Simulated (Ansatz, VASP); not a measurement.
Pb: VASP beside Ansatz

```
Pb
1.0
     0.00000    2.40806    2.46980
     2.40806    0.00000    2.46980
     2.40806    2.40806    0.00000
Pb
1
Direct
  0.00000 0.00000 0.00000
```

Change from the starting cell: strain -0.025 along x and y, +0.000 along z, atoms carried along.

Alike in both runs: task single point; functional PBEsol; k mesh 16 × 16 × 16; occupations gaussian, width 0.15 eV; no spin polarisation.

|  | VASP | Ansatz |
| --- | --- | --- |
| version | VASP 6.6.1 | Ansatz 0.2.0 |
| potentials or method | VASP PAW PBE potentials, release 64 (Pb_d), cutoff 520 eV | scalar-relativistic, plane waves, PAW |
| valence electrons in the cell | 14 | 14 |

```csv
,VASP,Ansatz,Ansatz less VASP
gap on the k mesh at the Fermi level (eV),none,none,-
pressure (GPa),2.5,2.5,0.00
"traceless stress, the component that is largest in VASP (GPa)",-0.30,-0.30,+0.002
```

VASP's potentials were made for PBE, not for PBEsol. A gap of «none» marks a metal or a gap that the smearing closes.

Spin-orbit coupling is off throughout.
